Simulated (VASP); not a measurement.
# AlN (Fm-3m) in VASP: settings compared

The runs below take AlN through single point, with PBE, PBE+D3(BJ).

Everything below comes from runs of VASP 6.6.1. Logs are shortened: lines on timing, memory, paths and dates and some standing lists are left out, and cuts for length are marked.

## (1) The cell of the first run

It takes space group Fm-3m (No. 225, cubic). Conventional cell: a = 4.069 Å, b = 4.069 Å, c = 4.069 Å, α = 90.00°, β = 90.00°, γ = 90.00°. Al (site symmetry m-3m) has 6 N at 2.03 Å within 2.7 Å. N (site symmetry m-3m) has 6 Al at 2.03 Å within 2.7 Å.

## (2) Single point, PBE

INCAR reads:

```
SYSTEM = AlN
PREC = Accurate ; ENCUT = 600
EDIFF = 1E-6 ; ISMEAR = 1
SIGMA = 0.0041 ; LREAL = .False.
LASPH = .True. ; NELM = 120
ALGO = Normal ; ISIF = 2
LWAVE = .False. ; LCHARG = .False.
GGA = PE ; NBANDS = 11
GGA_COMPAT = .False.
```

KPOINTS reads:

```
Automatic mesh
0
Gamma
  4 4 4
  0 0 0
```

POSCAR reads:

```
AlN
1.0
    0.0000000000      2.0345180000      2.0345180000
    2.0345180000      0.0000000000      2.0345180000
    2.0345180000      2.0345180000      0.0000000000
Al N
1 1
Direct
    0.5000000000      0.5000000000      0.5000000000
    0.0000000000      0.0000000000      0.0000000000
```

Potentials or basis: VASP PAW PBE potentials, release 64 (Al, N).

On the command line:

```
cat potpaw_PBE.64/Al/POTCAR potpaw_PBE.64/N/POTCAR > POTCAR
mpirun -np 1 vasp_std > vasp.out
```

OUTCAR:

```text
SYSTEM = AlN
   PREC = Accurate
   ENCUT = 600
   EDIFF = 1E-6
   ISMEAR = 1
   LREAL = .False.
   LASPH = .True.
   NELM = 120
   ISIF = 2
   GGA = PE

 ion  position               nearest neighbor table
   1  0.500  0.500  0.500-   2 2.03   2 2.03   2 2.03   2 2.03   2 2.03   2 2.03
   2  0.000  0.000  0.000-   1 2.03   1 2.03   1 2.03   1 2.03   1 2.03   1 2.03

  LATTYP: Found a face centered cubic cell.
 ALAT       =     4.0690360000

  Lattice vectors:

 A1 = (   0.0000000000,   2.0345180000,   2.0345180000)
 A2 = (   2.0345180000,   0.0000000000,   2.0345180000)
 A3 = (   2.0345180000,   2.0345180000,   0.0000000000)

Analysis of symmetry for initial positions (statically):
=====================================================================
 Subroutine PRICEL returns:
 Original cell was already a primitive cell.

 Routine SETGRP: Setting up the symmetry group for a
 face centered cubic supercell.

 Subroutine GETGRP returns: Found 48 space group operations
 (whereof 48 operations were pure point group operations)
 out of a pool of 48 trial point group operations.

The static configuration has the point symmetry O_h .

Analysis of symmetry for dynamics (positions and initial velocities):
=====================================================================
 Subroutine PRICEL returns:
 Original cell was already a primitive cell.

 Routine SETGRP: Setting up the symmetry group for a
 face centered cubic supercell.

 Subroutine GETGRP returns: Found 48 space group operations
 (whereof 48 operations were pure point group operations)
 out of a pool of 48 trial point group operations.

The dynamic configuration has the point symmetry O_h .

 Subroutine INISYM returns: Found 48 space group operations
 (whereof 48 operations are pure point group operations),
 and found     1 'primitive' translations

----------------------------------------------------------------------------------------

                                     Primitive cell

  volume of cell :      16.8428

  direct lattice vectors                    reciprocal lattice vectors
     0.000000000  2.034518000  2.034518000    -0.245758455  0.245758455  0.245758455
     2.034518000  0.000000000  2.034518000     0.245758455 -0.245758455  0.245758455
     2.034518000  2.034518000  0.000000000     0.245758455  0.245758455 -0.245758455

  length of vectors
     2.877242948  2.877242948  2.877242948     0.425666130  0.425666130  0.425666130

  position of ions in fractional coordinates (direct lattice)
     0.500000000  0.500000000  0.500000000
     0.000000000  0.000000000  0.000000000

  ion indices of the primitive-cell ions
   primitive index   ion index
                 1           1
                 2           2

----------------------------------------------------------------------------------------

 KPOINTS: Automatic mesh

Automatic generation of k-mesh.
 Grid dimensions read from file:
 generate k-points for:    4    4    4

 Generating k-lattice:

  Cartesian coordinates                     Fractional coordinates (reciprocal lattice)
    -0.061439614  0.061439614  0.061439614     0.250000000  0.000000000  0.000000000
     0.061439614 -0.061439614  0.061439614     0.000000000  0.250000000  0.000000000
     0.061439614  0.061439614 -0.061439614     0.000000000  0.000000000  0.250000000

  Length of vectors
     0.106416533  0.106416533  0.106416533

  Shift w.r.t. Gamma in fractional coordinates (k-lattice)
     0.000000000  0.000000000  0.000000000

 Subroutine IBZKPT returns following result:
 ===========================================

 Found      8 irreducible k-points:

 Following reciprocal coordinates:
            Coordinates               Weight
  0.000000  0.000000  0.000000      1.000000
  0.250000  0.000000  0.000000      8.000000
  0.500000  0.000000  0.000000      4.000000
  0.250000  0.250000  0.000000      6.000000
  0.500000  0.250000  0.000000     24.000000
 -0.250000  0.250000  0.000000     12.000000
  0.500000  0.500000  0.000000      3.000000
 -0.250000  0.500000  0.250000      6.000000
   k-points           NKPTS =      8   k-points in BZ     NKDIM =      8   number of bands    NBANDS=     11
   number of dos      NEDOS =    301   number of ions     NIONS =      2
   total plane-waves  NPLWV =  13824
   dimension x,y,z NGX =    24 NGY =   24 NGZ =   24
   dimension x,y,z NGXF=    48 NGYF=   48 NGZF=   48
   ions per type =               1   1
   NGX,Y,Z   is equivalent  to a cutoff of  13.87, 13.87, 13.87 a.u.
   NGXF,Y,Z  is equivalent  to a cutoff of  27.73, 27.73, 27.73 a.u.
 SYSTEM =  AlN
   PREC   = accura    normal or accurate (medium, high low for compatibility)
   ISTART =      0    job   : 0-new  1-cont  2-samecut
   ICHARG =      2    charge: 1-file 2-atom 10-const
   ISPIN  =      1    spin polarized calculation?
   LNONCOLLINEAR =      F non collinear calculations
   LSORBIT =      F    spin-orbit coupling
   LASPH  =      T    aspherical Exc in radial PAW
   ENCUT  =  600.0 eV  44.10 Ry    6.64 a.u.   5.75  5.75  5.75*2*pi/ulx,y,z
   NELM   =    120;   NELMIN=  2; NELMDL= -5     # of ELM steps
   EDIFF  = 0.1E-05   stopping-criterion for ELM
   LREAL  =      F    real-space projection
   EDIFFG = 0.1E-04   stopping-criterion for IOM
   NSW    =      0    number of steps for IOM
   IBRION =     -1    ionic relax: 0-MD 1-quasi-New 2-CG
   NFREE  =      0    steps in history (QN), initial steepest desc. (CG)
   ISIF   =      2    stress and relaxation
   ISYM   =      2    0-nonsym 1-usesym 2-fastsym
   POTIM  = 0.5000    time-step for ionic-motion
   TEBEG  =    0.0;   TEEND  =   0.0 temperature during run
   PSTRESS=    0.0 pullay stress
   NELECT =       8.0000    total number of electrons
   NUPDOWN=      -1.0000    fix difference up-down
   EMIN   =  10.00;   EMAX   =-10.00  energy-range for DOS
   EFERMI =   0.00;   METHOD = LEGACY
   ISMEAR =     1;   SIGMA  =   0.00  broadening in eV -4-tet -1-fermi 0-gaus
   EFERMI_NEDOS =   21; number of points for ismear=-14 and -15
   IALGO  =     38    algorithm
   IMIX   =      4    mixing-type and parameters
     AMIX     =   0.40;   BMIX     =  1.00
     AMIX_MAG =   1.60;   BMIX_MAG =  1.00
  volume/ion in A,a.u.               =       8.42        56.83
  Fermi-wavevector in a.u.,A,eV,Ry     =   1.277321  2.413786 22.198561  1.631548
  Thomas-Fermi vector in A             =   2.409927
   LORBIT       =      0    0 simple, 1 ext, 2 COOP (PROOUT), +10 PAW based schemes
   GGA     = PE    functional components
   LHFCALC =     F    Hartree Fock is set to
   AEXX    =    0.0000 exact exchange contribution
   IVDW    =     0    specifies the selected vdW correction
   LEPSILON=     F    determine dielectric tensor
   LRPA    =     F    only Hartree local field effects (RPA)
 non-spin polarized calculation
 Methfessel and Paxton  Order N= 1 SIGMA  =   0.00
  energy-cutoff  :      600.00
  volume of cell :       16.84
 maximum number of plane-waves:       588
 NGX is ok and might be reduce to    24
   NGX = 11   NGY = 11   NGZ = 11

 number of electron       7.9999999 magnetization

 Free energy of the ion-electron system (eV)
  ---------------------------------------------------
  ext. energy  EPLUGINS =         0.00000000
  ---------------------------------------------------
  free energy    TOTEN  =       -14.46469655 eV

  energy without entropy =      -14.46469655  energy(sigma->0) =      -14.46469655

 E-fermi :   9.8222     XC(G=0): -12.1877

 val. band max:        9.7723927301   @ k =   0.0000   0.0000   0.0000
 cond. band min:      14.1445532137   @ k =   0.5000   0.5000   0.0000
 fundamental gap:      4.3721604836
 Fermi energy:         9.8222362981

 k-point     1 :       0.0000    0.0000    0.0000
  band No.  band energies     occupation
      1      -7.6304      2.00000
      2       9.7724      2.00000
      3       9.7724      2.00000
      4       9.7724      2.00000
      5      15.1616      0.00000
      6      21.8271      0.00000
      7      21.8271      0.00000
      8      21.8271      0.00000
      9      26.9196      0.00000
     10      27.3708      0.00000
     11      27.3708      0.00000

 k-point     2 :       0.2500    0.0000    0.0000
  band No.  band energies     occupation
      1      -6.4231      2.00000
      2       5.4566      2.00000
      3       9.2011      2.00000
      4       9.2011      2.00000
      5      16.4524      0.00000
      6      20.7240      0.00000
      7      21.9038      0.00000
      8      21.9038      0.00000
      9      25.7633      0.00000
     10      25.7633      0.00000
     11      26.6013      0.00000

 k-point     3 :       0.5000    0.0000    0.0000
  band No.  band energies     occupation
      1      -4.4335      2.00000
      2       1.5563      2.00000
      3       8.7258      2.00000
      4       8.7258      2.00000
      5      15.7531      0.00000
      6      20.5635      0.00000
      7      20.5635      0.00000
      8      22.7816      0.00000
      9      25.6101      0.00000
     10      30.1929      0.00000
     11      30.1929      0.00000

 k-point     4 :       0.2500    0.2500    0.0000
  band No.  band energies     occupation
      1      -6.0378      2.00000
      2       5.9690      2.00000
      3       8.1675      2.00000
      4       8.1675      2.00000
      5      17.2071      0.00000
      6      17.2416      0.00000
      7      20.7460      0.00000
      8      24.4725      0.00000
      9      24.4725      0.00000
     10      29.2989      0.00000
     11      31.9865      0.00000

 k-point     5 :       0.5000    0.2500    0.0000
  band No.  band energies     occupation
      1      -4.0862      2.00000
      2       2.9949      2.00000
      3       5.9938      2.00000
      4       7.7630      2.00000
      5      16.1727      0.00000
      6      19.0198      0.00000
      7      21.2968      0.00000
      8      23.3771      0.00000
      9      26.2144      0.00000
     10      31.8285      0.00000
     11      32.1929      0.00000

 k-point     6 :      -0.2500    0.2500    0.0000
  band No.  band energies     occupation
      1      -4.7690      2.00000
      2       3.8784      2.00000
      3       5.6892      2.00000
      4       8.6718      2.00000
      5      17.9602      0.00000
      6      20.0691      0.00000
      7      20.2053      0.00000
      8      22.0801      0.00000
      9      26.2437      0.00000
     10      28.7317      0.00000
     11      30.9504      0.00000

 k-point     7 :       0.5000    0.5000    0.0000
  band No.  band energies     occupation
      1      -3.4739      2.00000
      2       2.4882      2.00000
      3       7.0088      2.00000
      4       7.0088      2.00000
      5      14.1446      0.00000
      6      15.0577      0.00000
      7      23.5874      0.00000
      8      26.6959      0.00000
      9      26.6959      0.00000
     10      32.6863      0.00000
     11      35.4005      0.00000

 k-point     8 :      -0.2500    0.5000    0.2500
  band No.  band energies     occupation
      1      -3.3191      2.00000
      2       4.1473      2.00000
      3       4.1473      2.00000
      4       5.8880      2.00000
      5      17.6393      0.00000
      6      20.3632      0.00000
      7      20.3632      0.00000
      8      21.7574      0.00000
      9      28.7551      0.00000
     10      28.7551      0.00000
     11      34.5113      0.00000

------------------------ aborting loop because EDIFF is reached ----------------------------------------

  FORCE on cell =-STRESS in cart. coord.  units (eV):
  Direction    XX          YY          ZZ          XY          YZ          ZX
  --------------------------------------------------------------------------------------
  -------------------------------------------------------------------------------------
  Total       -0.0100018     -0.0100018     -0.0100018     -0.0000000      0.0000000      0.0000000
  in kB       -0.9514254     -0.9514254     -0.9514254     -0.0000000      0.0000000      0.0000000
  external PRESSURE =      -0.9514254 kB  Pullay stress =       0.0000000 kB

 VOLUME and BASIS-vectors are now :
 -----------------------------------------------------------------------------
  energy-cutoff  :      600.00
  volume of cell :       16.84
      direct lattice vectors                 reciprocal lattice vectors
     0.000000000  2.034518000  2.034518000    -0.245758455  0.245758455  0.245758455
     2.034518000  0.000000000  2.034518000     0.245758455 -0.245758455  0.245758455
     2.034518000  2.034518000  0.000000000     0.245758455  0.245758455 -0.245758455

 POSITION                                       TOTAL-FORCE (eV/Angst)
 -----------------------------------------------------------------------------------
      2.03452      2.03452      2.03452        -0.000000      0.000000      0.000000
      0.00000      0.00000      0.00000         0.000000     -0.000000     -0.000000
 -----------------------------------------------------------------------------------
    total drift:                                0.000000     -0.000000     -0.000000

  FREE ENERGIE OF THE ION-ELECTRON SYSTEM (eV)
  ---------------------------------------------------
  free  energy   TOTEN  =       -14.4646965532 eV

  energy  without entropy=      -14.4646965532  energy(sigma->0) =      -14.46469655
```

It used 3.4 s of CPU time on 1 thread of AMD EPYC 7R13 Processor (Zen 3), on a shared host.

Results:

```
Free energy            : -14.4647 eV
Pressure               : -0.1 GPa
Band gap on the k mesh : 4.37 eV, indirect (least direct gap 5.39 eV)
```

Caveat: the k points lie up to 0.67 Å⁻¹ apart. As with any semilocal functional, this PBE gap is likely too small.

## (3) Single point, PBE+D3(BJ)

INCAR reads:

```
PREC = Accurate ; ENCUT = 600
EDIFF = 1E-6 ; ISMEAR = 0
SIGMA = 0.1 ; LREAL = False
LASPH = True ; NELM = 120
ALGO = Normal ; ISIF = 2
LWAVE = False ; LCHARG = False
GGA = PE ; IVDW = 12
NBANDS = 11 ; GGA_COMPAT = False
```

KPOINTS reads:

```
regular mesh
0
Gamma
  6 6 6
```

POSCAR is that of step 2.

Potentials or basis: VASP PAW PBE potentials, release 64 (Al, N).

On the command line:

```
cat potpaw_PBE.64/Al/POTCAR potpaw_PBE.64/N/POTCAR > POTCAR
mpirun -np 1 vasp_std > vasp.out
```

It used 7.5 s of CPU time on 1 thread of AMD EPYC 7R13 Processor (Zen 3), on a shared host.

The run converged. Its results:

```
Free energy                : -15.2086 eV
Pressure                   : -6.7 GPa
Band gap on the k mesh     : 4.42 eV, indirect (least direct gap 5.41 eV)
Dispersion energy per atom : -0.333 eV
```

Levels at points of the mesh, in eV from the valence-band top:
| k point | band 2 | band 3 | band 4 | band 5 | band 6 | band 7 |
| --- | --- | --- | --- | --- | --- | --- |
| (0.00, 0.00, 0.00) | 0.00 | 0.00 | 0.00 | 5.40 | 12.10 | 12.10 |
| (0.50, 0.00, 0.00) | -8.19 | -1.04 | -1.04 | 6.01 | 10.84 | 10.84 |
| (0.50, 0.50, 0.00) | -7.26 | -2.75 | -2.75 | 4.42 | 5.33 | 13.82 |

Caveat: the k points lie up to 0.45 Å⁻¹ apart. A k mesh can miss the band edges.
